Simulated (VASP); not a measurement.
# Au (Fm-3m) in VASP: further runs

Aim: see how the results for Au move with the level of theory and the settings. Levels: PBE, LDA, BLYP+D4. Tasks: single point, relaxation of cell and atoms.

All numbers are computed with VASP 6.6.1; they aren't measurements. Logs are shortened: lines on timing, memory, paths and dates and some standing lists are left out, and cuts for length are marked.

## 1. The cell of the first run

Symmetry: Fm-3m, No. 225, cubic system. Conventional cell: a = 4.070 Å, b = 4.070 Å, c = 4.070 Å, α = 90.00°, β = 90.00°, γ = 90.00°. Au (site symmetry m-3m) has 12 Au at 2.88 Å within 3.8 Å.

## 2. Single point, PBE

The input, INCAR:

```
SYSTEM = Au
PREC = Accurate ; ENCUT = 520
EDIFF = 1E-7 ; ISMEAR = 0
SIGMA = 0.013000000000000001 ; LREAL = .False.
LASPH = .True. ; NELM = 60
ALGO = Fast ; ISIF = 2
LWAVE = .False. ; LCHARG = .True.
GGA = PE ; LELF = .True.
LVHAR = .True. ; NBANDS = 12
```

The input, KPOINTS:

```
regular mesh
0
Gamma
  11 11 11
  0 0 0
```

The input, POSCAR:

```
Au
1.0
    0.0000000000      2.0350000000      2.0350000000
    2.0350000000      0.0000000000      2.0350000000
    2.0350000000      2.0350000000      0.0000000000
Au
1
Direct
    0.0000000000      0.0000000000      0.0000000000
```

Potentials or basis: VASP PAW PBE potentials, release 64 (Au).

Run with:

```sh
cat potpaw_PBE.64/Au/POTCAR > POTCAR
mpirun -np 1 vasp_std > vasp.out
```

OUTCAR:

```text
SYSTEM = Au
   PREC = Accurate
   ENCUT = 520
   EDIFF = 1E-7
   ISMEAR = 0
   LREAL = .False.
   LASPH = .True.
   NELM = 60
   ISIF = 2
   GGA = PE

 ion  position               nearest neighbor table
   1  0.000  0.000  0.000-

  LATTYP: Found a face centered cubic cell.
 ALAT       =     4.0700000000

  Lattice vectors:

 A1 = (   0.0000000000,   2.0350000000,   2.0350000000)
 A2 = (   2.0350000000,   0.0000000000,   2.0350000000)
 A3 = (   2.0350000000,   2.0350000000,   0.0000000000)

Analysis of symmetry for initial positions (statically):
=====================================================================
 Subroutine PRICEL returns:
 Original cell was already a primitive cell.

 Routine SETGRP: Setting up the symmetry group for a
 face centered cubic supercell.

 Subroutine GETGRP returns: Found 48 space group operations
[... 9 lines left out ...]

 Routine SETGRP: Setting up the symmetry group for a
 face centered cubic supercell.

 Subroutine GETGRP returns: Found 48 space group operations
[... 11 lines left out ...]
                                     Primitive cell

  volume of cell :      16.8548

  direct lattice vectors                    reciprocal lattice vectors
     0.000000000  2.035000000  2.035000000    -0.245700246  0.245700246  0.245700246
     2.035000000  0.000000000  2.035000000     0.245700246 -0.245700246  0.245700246
     2.035000000  2.035000000  0.000000000     0.245700246  0.245700246 -0.245700246

  length of vectors
     2.877924599  2.877924599  2.877924599     0.425565309  0.425565309  0.425565309

  position of ions in fractional coordinates (direct lattice)
     0.000000000  0.000000000  0.000000000

  ion indices of the primitive-cell ions
   primitive index   ion index
                 1           1

----------------------------------------------------------------------------------------

 KPOINTS: regular mesh

Automatic generation of k-mesh.
 Grid dimensions read from file:
 generate k-points for:   11   11   11

 Generating k-lattice:

  Cartesian coordinates                     Fractional coordinates (reciprocal lattice)
    -0.022336386  0.022336386  0.022336386     0.090909091  0.000000000  0.000000000
     0.022336386 -0.022336386  0.022336386     0.000000000  0.090909091  0.000000000
     0.022336386  0.022336386 -0.022336386     0.000000000  0.000000000  0.090909091

  Length of vectors
     0.038687755  0.038687755  0.038687755

  Shift w.r.t. Gamma in fractional coordinates (k-lattice)
     0.000000000  0.000000000  0.000000000

 Subroutine IBZKPT returns following result:
 ===========================================

 Found     56 irreducible k-points:

 Following reciprocal coordinates:
            Coordinates               Weight
  0.000000  0.000000  0.000000      1.000000
  0.090909  0.000000  0.000000      8.000000
  0.181818  0.000000  0.000000      8.000000
  0.272727  0.000000  0.000000      8.000000
  0.363636  0.000000  0.000000      8.000000
  0.454545  0.000000  0.000000      8.000000
[... 16 lines left out ...]
 -0.272727  0.181818  0.000000     24.000000
 -0.181818  0.181818  0.000000     12.000000
 [... further k-points ...]
   k-points           NKPTS =     56   k-points in BZ     NKDIM =     56   number of bands    NBANDS=     12
   number of dos      NEDOS =    301   number of ions     NIONS =      1
   total plane-waves  NPLWV =  13824
   dimension x,y,z NGX =    24 NGY =   24 NGZ =   24
   dimension x,y,z NGXF=    48 NGYF=   48 NGZF=   48
   ions per type =               1
   NGX,Y,Z   is equivalent  to a cutoff of  13.86, 13.86, 13.86 a.u.
   NGXF,Y,Z  is equivalent  to a cutoff of  27.73, 27.73, 27.73 a.u.
 SYSTEM =  Au
   PREC   = accura    normal or accurate (medium, high low for compatibility)
   ISTART =      0    job   : 0-new  1-cont  2-samecut
   ICHARG =      2    charge: 1-file 2-atom 10-const
   ISPIN  =      1    spin polarized calculation?
   LNONCOLLINEAR =      F non collinear calculations
   LSORBIT =      F    spin-orbit coupling
   LASPH  =      T    aspherical Exc in radial PAW
   ENCUT  =  520.0 eV  38.22 Ry    6.18 a.u.   5.35  5.35  5.35*2*pi/ulx,y,z
   NELM   =     60;   NELMIN=  2; NELMDL= -5     # of ELM steps
   EDIFF  = 0.1E-06   stopping-criterion for ELM
   LREAL  =      F    real-space projection
   EDIFFG = 0.1E-05   stopping-criterion for IOM
   NSW    =      0    number of steps for IOM
   IBRION =     -1    ionic relax: 0-MD 1-quasi-New 2-CG
   NFREE  =      0    steps in history (QN), initial steepest desc. (CG)
   ISIF   =      2    stress and relaxation
   ISYM   =      2    0-nonsym 1-usesym 2-fastsym
   POTIM  = 0.5000    time-step for ionic-motion
   TEBEG  =    0.0;   TEEND  =   0.0 temperature during run
   PSTRESS=    0.0 pullay stress
   NELECT =      11.0000    total number of electrons
   NUPDOWN=      -1.0000    fix difference up-down
   EMIN   =  10.00;   EMAX   =-10.00  energy-range for DOS
   EFERMI =   0.00;   METHOD = LEGACY
   ISMEAR =     0;   SIGMA  =   0.01  broadening in eV -4-tet -1-fermi 0-gaus
   EFERMI_NEDOS =   21; number of points for ismear=-14 and -15
   IALGO  =     68    algorithm
   IMIX   =      4    mixing-type and parameters
     AMIX     =   0.40;   BMIX     =  1.00
     AMIX_MAG =   1.60;   BMIX_MAG =  1.00
  volume/ion in A,a.u.               =      16.85       113.74
  Fermi-wavevector in a.u.,A,eV,Ry     =   1.420032  2.683470 27.436005  2.016489
  Thomas-Fermi vector in A             =   2.540990
   LORBIT       =      0    0 simple, 1 ext, 2 COOP (PROOUT), +10 PAW based schemes
   GGA     = PE    functional components
   LHFCALC =     F    Hartree Fock is set to
   AEXX    =    0.0000 exact exchange contribution
   IVDW    =     0    specifies the selected vdW correction
   LEPSILON=     F    determine dielectric tensor
   LRPA    =     F    only Hartree local field effects (RPA)
 non-spin polarized calculation
 RMM-DIIS sequential band-by-band and
 Gauss-broadening in eV      SIGMA  =   0.01
  energy-cutoff  :      520.00
  volume of cell :       16.85
 maximum number of plane-waves:       465
 NGX is ok and might be reduce to    24
   NGX = 11   NGY = 11   NGZ = 11

 number of electron      10.9999999 magnetization

 Free energy of the ion-electron system (eV)
  ---------------------------------------------------
  ext. energy  EPLUGINS =         0.00000000
  ---------------------------------------------------
  free energy    TOTEN  =        -3.19553502 eV

  energy without entropy =       -3.19551840  energy(sigma->0) =       -3.19552671

 E-fermi :   9.7751     XC(G=0): -12.7823

 val. band max:        9.5441627874   @ k =   0.4545   0.3636   0.0000
 cond. band min:       9.7937975601   @ k =  -0.4545   0.0909   0.0000
 fundamental gap:      0.2496347727
 Fermi energy:         9.7750741906

 k-point     1 :       0.0000    0.0000    0.0000
  band No.  band energies     occupation
      1      -0.3128      2.00000
      2       4.9100      2.00000
      3       4.9100      2.00000
      4       4.9100      2.00000
      5       6.4532      2.00000
      6       6.4532      2.00000
      7      24.1677      0.00000
      8      28.2298      0.00000
      9      28.2298      0.00000
     10      28.2298      0.00000
     11      33.1715      0.00000
     12      37.9347      0.00000

 k-point     2 :       0.0909    0.0000    0.0000
  band No.  band energies     occupation
      1      -0.0240      2.00000
      2       4.8185      2.00000
      3       5.0066      2.00000
      4       5.0066      2.00000
      5       6.4122      2.00000
      6       6.4122      2.00000
      7      24.4935      0.00000
      8      26.6098      0.00000
      9      28.5777      0.00000
     10      28.5777      0.00000
     11      33.9986      0.00000
     12      36.0682      0.00000

 k-point     3 :       0.1818    0.0000    0.0000
  band No.  band energies     occupation
      1       0.7683      2.00000
      2       4.6699      2.00000
      3       5.1808      2.00000
      4       5.1808      2.00000
      5       6.4156      2.00000
      6       6.4156      2.00000
      7      23.4395      0.00000
      8      25.3366      0.00000
      9      29.4291      0.00000
     10      29.4291      0.00000
     11      31.8616      0.00000
     12      34.0057      0.00000

 k-point     4 :       0.2727    0.0000    0.0000
  band No.  band energies     occupation
      1       1.7167      2.00000
      2       4.9101      2.00000
      3       5.1672      2.00000
      4       5.1672      2.00000
      5       6.7308      2.00000
      6       6.7308      2.00000
      7      20.0154      0.00000
      8      25.1021      0.00000
      9      29.5786      0.00000
     10      29.5786      0.00000
     11      31.7327      0.00000
     12      32.7188      0.00000

 k-point     5 :       0.3636    0.0000    0.0000
  band No.  band energies     occupation
      1       2.1851      2.00000
      2       5.0067      2.00000
      3       5.0067      2.00000
      4       6.2068      2.00000
      5       7.2485      2.00000
      6       7.2485      2.00000
      7      16.4292      0.00000
      8      24.2451      0.00000
      9      28.1029      0.00000
     10      28.1029      0.00000
     11      33.6615      0.00000
     12      33.6789      0.00000
[... 228 lines left out ...]
      1       2.9702      2.00000
      2       4.4244      2.00000
      3       5.5052      2.00000
      4       5.6494      2.00000
      5       7.6240      2.00000
      6      11.4894      0.00000
      7      12.8227      0.00000
      8      22.4655      0.00000
      9      25.1552      0.00000
     10      25.5273      0.00000
     11      35.0666      0.00000
     12      35.1796      0.00000

 k-point    22 :      -0.3636    0.1818    0.0000
  band No.  band energies     occupation
      1       3.0536      2.00000
      2       4.5107      2.00000
      3       5.4848      2.00000
      4       5.4988      2.00000
      5       7.1323      2.00000
      6      10.1395      0.00000
      7      14.8880      0.00000
      8      21.8694      0.00000
      9      25.5038      0.00000
     10      26.7788      0.00000
     11      33.2810      0.00000
     12      35.1676      0.00000

 k-point    23 :      -0.2727    0.1818    0.0000
  band No.  band energies     occupation
      1       3.0046      2.00000
      2       4.5275      2.00000
      3       4.9013      2.00000
      4       5.5975      2.00000
      5       6.4503      2.00000
      6       8.7250      2.00000
      7      18.1688      0.00000
      8      22.0027      0.00000
      9      26.1251      0.00000
     10      29.1403      0.00000
     11      30.8870      0.00000
     12      35.2206      0.00000

 k-point    24 :      -0.1818    0.1818    0.0000
  band No.  band energies     occupation
      1       2.2807      2.00000
      2       4.2902      2.00000
      3       5.1102      2.00000
      4       5.7968      2.00000
      5       5.8355      2.00000
      6       7.6787      2.00000
      7      21.1057      0.00000
      8      23.0923      0.00000
      9      27.3900      0.00000
     10      28.8899      0.00000
     11      31.6329      0.00000
     12      34.3422      0.00000

 [... further k-points ...]

------------------------ aborting loop because EDIFF is reached ----------------------------------------

  FORCE on cell =-STRESS in cart. coord.  units (eV):
  Direction    XX          YY          ZZ          XY          YZ          ZX
  --------------------------------------------------------------------------------------
  -------------------------------------------------------------------------------------
  Total        1.1070799      1.1070799      1.1070799     -0.0000000      0.0000000      0.0000000
  in kB      105.2364820    105.2364820    105.2364820     -0.0000000      0.0000000      0.0000000
  external PRESSURE =     105.2364820 kB  Pullay stress =       0.0000000 kB

 VOLUME and BASIS-vectors are now :
 -----------------------------------------------------------------------------
  energy-cutoff  :      520.00
  volume of cell :       16.85
      direct lattice vectors                 reciprocal lattice vectors
     0.000000000  2.035000000  2.035000000    -0.245700246  0.245700246  0.245700246
     2.035000000  0.000000000  2.035000000     0.245700246 -0.245700246  0.245700246
     2.035000000  2.035000000  0.000000000     0.245700246  0.245700246 -0.245700246

 POSITION                                       TOTAL-FORCE (eV/Angst)
 -----------------------------------------------------------------------------------
      0.00000      0.00000      0.00000         0.000000      0.000000      0.000000
 -----------------------------------------------------------------------------------
    total drift:                               -0.000000      0.000000      0.000000

  FREE ENERGIE OF THE ION-ELECTRON SYSTEM (eV)
  ---------------------------------------------------
  free  energy   TOTEN  =        -3.1955350180 eV

  energy  without entropy=       -3.1955184021  energy(sigma->0) =       -3.19552671
```

It took 19 s on 1 thread of Intel Xeon 8259CL, shared host; peak memory 0.14 GiB.

What came out:

```yaml
Free_energy: -3.1955 eV
Pressure: 10.5 GPa
```

Levels at points of the mesh, in eV from the Fermi level:
| k point | band 4 | band 5 | band 6 | band 7 | band 8 | band 9 |
| --- | --- | --- | --- | --- | --- | --- |
| (0.00, 0.00, 0.00) | -4.87 | -3.32 | -3.32 | 14.39 | 18.45 | 18.45 |

Caveat: spin-orbit coupling is left out, which moves the levels of the heavy elements.

## 3. Single point, LDA

This run uses another cell than the first one, of 16.58 Å³/atom, 0.983 times its volume.

The input, INCAR:

```
SYSTEM = Au
PREC = Accurate
ENCUT = 520
EDIFF = 1E-6
ISMEAR = -1
SIGMA = 0.05
LREAL = .False.
LASPH = .True.
NELM = 60
ALGO = Normal
ISIF = 2
LWAVE = .False.
LCHARG = .False.
NBANDS = 12
```

The input, KPOINTS:

```
Automatic mesh
0
Gamma
  11 11 11
  0 0 0
```

The input, POSCAR:

```
Au
1.0
    0.0000000000      2.0237325390      2.0237325390
    2.0237325390      0.0000000000      2.0237325390
    2.0237325390      2.0237325390      0.0000000000
Au
1
Direct
    0.0000000000      0.0000000000      0.0000000000
```

Potentials or basis: VASP PAW LDA potentials, release 64 (Au).

Run with:

```sh
cat potpaw_LDA.64/Au/POTCAR > POTCAR
mpirun -np 1 vasp_std > vasp.out
```

It took 12 s on 1 thread of Intel Xeon 8259CL, shared host; peak memory 0.13 GiB.

It converged, with:

```
Free energy : -4.4544 eV
Pressure    : 0.5 GPa
```

Levels at points of the mesh, in eV from the Fermi level:
| k point | band 4 | band 5 | band 6 | band 7 | band 8 | band 9 |
| --- | --- | --- | --- | --- | --- | --- |
| (0.00, 0.00, 0.00) | -4.85 | -3.24 | -3.24 | 14.45 | 18.57 | 18.57 |

Caveat: spin-orbit coupling is left out, which moves the levels of the heavy elements.

## 4. Single point, BLYP+D4

This run uses another cell than the first one, of 17.89 Å³/atom, 1.061 times its volume.

The input, INCAR:

```
SYSTEM = Au
  PREC = Accurate
  ENCUT = 520
  EDIFF = 1E-7
  ISMEAR = -1
  SIGMA = 0.05
  LREAL = .FALSE.
  LASPH = .TRUE.
  NELM = 100
  ALGO = Normal
  ISIF = 2
  LWAVE = .FALSE.
  LCHARG = .FALSE.
  GGA = B5
  ALDAX = 1.0
  AGGAX = 1.0
  AGGAC = 1.0
  ALDAC = 0.0
  IVDW = 13
  VDW_S6 = 1.0
  VDW_S8 = 2.34076671
  VDW_A1 = 0.44488865
  VDW_A2 = 4.0933009
  NBANDS = 12
```

The input, KPOINTS:

```
Automatic mesh
0
G
  11 11 11
  0 0 0
```

The input, POSCAR:

```
Au
1.0
    0.0000000000      2.0758196315      2.0758196315
    2.0758196315      0.0000000000      2.0758196315
    2.0758196315      2.0758196315      0.0000000000
Au
1
Direct
    0.0000000000      0.0000000000      0.0000000000
```

Potentials or basis: VASP PAW PBE potentials, release 64 (Au).

Run with:

```sh
cat potpaw_PBE.64/Au/POTCAR > POTCAR
mpirun -np 1 vasp_std > vasp.out
```

It took 19 s on 1 thread of Intel Xeon 8259CL, shared host; peak memory 0.15 GiB.

It converged, with:

| Item | Value |
| --- | --- |
| Free energy | -3.6536 eV |
| Pressure | 0.6 GPa |
| Dispersion energy per atom | -1.245 eV |

Levels at points of the mesh, in eV from the Fermi level:
```
           k point  band 4  band 5  band 6  band 7  band 8  band 9
(0.00, 0.00, 0.00)   -4.66   -3.27   -3.27   14.68   18.21   18.21
```

Caveat: the PAW data sets were made with another functional, which shifts forces and pressure a little; spin-orbit coupling is left out, which moves the levels of the heavy elements; pairwise dispersion overbinds metals, which lowers pressure and volume.

## 5. Relaxation of cell and atoms, BLYP+D4

The input, INCAR:

```
SYSTEM = Au
PREC = Accurate ; ENCUT = 600
EDIFF = 1E-7 ; ISMEAR = -1
SIGMA = 0.05 ; LREAL = .False.
LASPH = .True. ; NELM = 60
ALGO = Normal ; ISIF = 3
LWAVE = .False. ; LCHARG = .False.
GGA = B5 ; ALDAX = 1.0
AGGAX = 1.0 ; AGGAC = 1.0
ALDAC = 0.0 ; IVDW = 13
VDW_S6 = 1.0 ; VDW_S8 = 2.34076671
VDW_A1 = 0.44488865 ; VDW_A2 = 4.0933009
IBRION = 2 ; NSW = 80
EDIFFG = -0.005
```

The input, KPOINTS:

```
regular mesh
0
Gamma
  11 11 11
  0 0 0
```

The input, POSCAR:

```
Au
1.0
    0.0000000000      2.0350000000      2.0350000000
    2.0350000000      0.0000000000      2.0350000000
    2.0350000000      2.0350000000      0.0000000000
Au
1
Direct
    0.0000000000      0.0000000000      0.0000000000
```

Run with:

```sh
cat potpaw_PBE.64/Au/POTCAR > POTCAR
mpirun -np 1 vasp_std > vasp.out
```

Run time: 72 s. Hardware: 1 thread of Intel Xeon 8259CL, shared host; peak memory 0.15 GiB.

The run converged. Its results:

```yaml
Free_energy: -3.6530 eV
Relaxed_volume: 17.98 Å³/atom
Relaxed_cell: a = 2.941 Å, b = 2.941 Å, c = 2.941 Å, α = 60.00°, β = 60.00°, γ = 60.00°
Space_group_after_relaxing_to_0.05_Å: Fm-3m (No. 225)
Energy_gained_by_relaxing: 36.4 meV/atom
Ionic_steps: 4
Pressure_after_relaxing: 0.0 GPa
Dispersion_energy_per_atom: -1.239 eV
```

Step by step:
```
step  energy change (eV)  largest force (eV/Å)  pressure (GPa)  volume (Å³)
   1              0.0000                0.0000           11.19        16.85
   2              0.0361                0.0000          -10.77        19.89
   3             -0.0364                0.0000           -0.25        18.01
   4             -0.0364                0.0000           -0.04        17.98
```

Final structure:
```cif
data_structure
_symmetry_space_group_name_H-M 'P 1'
_symmetry_Int_Tables_number 1
_cell_length_a 2.9406
_cell_length_b 2.9406
_cell_length_c 2.9406
_cell_angle_alpha 60.000
_cell_angle_beta 60.000
_cell_angle_gamma 60.000
_cell_volume 17.98
loop_
_atom_site_label
_atom_site_type_symbol
_atom_site_fract_x
_atom_site_fract_y
_atom_site_fract_z
_atom_site_occupancy
Au1 Au 0.00000 0.00000 0.00000 1
```

Levels at points of the mesh, in eV from the Fermi level:
```csv
k point,band 4,band 5,band 6,band 7,band 8,band 9
"(0.00, 0.00, 0.00)",-4.64,-3.26,-3.26,14.68,18.18,18.18
```

Caveat: the PAW data sets were made with another functional, which shifts forces and pressure a little; spin-orbit coupling is left out, which moves the levels of the heavy elements; pairwise dispersion overbinds metals, which lowers pressure and volume.

## 6. The runs side by side

```csv
task,level,potentials or basis,cell,cutoff (eV),smearing,gap on the mesh (eV),pressure (GPa)
single point,PBE,"VASP PAW PBE potentials, release 64 (Au)","a = 2.878 Å, angles 60.0°, 1 atom",520,gaussian 0.013 eV,none,10.5
single point,LDA,"VASP PAW LDA potentials, release 64 (Au)","a = 2.862 Å, angles 60.0°, 1 atom",520,fermi-dirac 0.05 eV,none,0.5
single point,BLYP+D4,"VASP PAW PBE potentials, release 64 (Au)","a = 2.936 Å, angles 60.0°, 1 atom",520,fermi-dirac 0.05 eV,none,0.6
relaxation of cell and atoms,BLYP+D4,"VASP PAW PBE potentials, release 64 (Au)","relaxed from a = 2.878 Å, angles 60.0°, 1 atom",600,fermi-dirac 0.05 eV,none,0.0
```

Alike in all rows: no spin polarisation; k mesh 11 × 11 × 11.

Caveats: spin-orbit coupling is left out, which moves the levels of the heavy elements; the PAW data sets were made with another functional, which shifts forces and pressure a little (some runs); pairwise dispersion overbinds metals, which lowers pressure and volume (some runs).

Absolute energies hang on the potentials; compare differences alone.
